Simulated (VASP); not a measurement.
Runs of VASP 6.6.1 on Na5H. The structure is that of space group P-62m (No. 189), or close to it. The cells are those of the table. 

| task | cell | k mesh | cutoff (eV) | gap on the mesh (eV) | pressure (GPa) | largest force (eV/Å) |
| --- | --- | --- | --- | --- | --- | --- |
| single point | a = 5.765, b = 5.765, c = 5.101 Å, angles 90.0, 90.0, 120.0°, 6 atoms | 3 × 3 × 4 | 520 | none | 4.4 | 0.82 |
| relaxation of cell and atoms | relaxed from a = 5.765, b = 5.765, c = 5.101 Å, angles 90.0, 90.0, 120.0°, 6 atoms | 3 × 3 × 4 | 600 | - | -0.1 | 0.02 |
| single point | a = 7.999, b = 7.999, c = 3.363 Å, angles 90.0, 90.0, 120.0°, 6 atoms | 3 × 3 × 4 | 520 | none | 0.1 | (a) |
| single point | a = 7.999, b = 7.999, c = 3.363 Å, angles 90.0, 90.0, 120.0°, 6 atoms | 3 × 3 × 6 | 520 | none | 0.1 | 0.02 |

Alike in all rows: level PBE; potentials or basis VASP PAW PBE potentials, release 64 (Na_pv, H); no spin polarisation; smearing gaussian 0.1 eV.

Task: Fill in the values left out.

Result: (a) 0.01.

Caveats: some runs use coarse meshes; the bands computed are all filled at some k points, so no gap is given (some runs).

A gap of «none» marks levels without a gap at the run's occupations.
